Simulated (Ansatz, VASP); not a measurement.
Two plane-wave programs on Hg

```xyz
1
Lattice="0.0000 2.3919 2.3919 2.3919 0.0000 2.3919 2.3919 2.3919 0.0000" Properties=species:S:1:pos:R:3 pbc="T T T"
Hg    0.0000    0.0000    0.0000
```

Alike in both runs: task single point; functional PBE; k mesh 8 × 8 × 8; occupations gaussian, width 0.024 eV; collinear spin.

|  | VASP | Ansatz |
| --- | --- | --- |
| version | VASP 6.6.1 | Ansatz 0.2.0 |
| potentials or method | VASP PAW PBE potentials, release 64 (Hg) | scalar-relativistic, plane waves, norm-conserving potentials |
| plane-wave cutoff (eV) | 520 | 898 |
| valence electrons in the cell | 12 | 20 |

|  | VASP | Ansatz | Ansatz less VASP |
| --- | --- | --- | --- |
| gap on the k mesh at the Fermi level (eV) | none | none | - |
| pressure (GPa) | 1.9 | 1.8 | -0.10 |
| net moment per atom (μB) | 0.00 | 0.00 | 0.000 |

A gap of «none» marks a metal or a gap that the smearing closes. The functional is the same, so the differences come from potentials, cutoffs and numerics. VASP's potentials hold 12 valence electrons a cell and Ansatz's 20, so a difference there can come from the potentials and not from the codes. Ansatz's warnings: seeded moment not kept.

Spin-orbit coupling is off throughout.
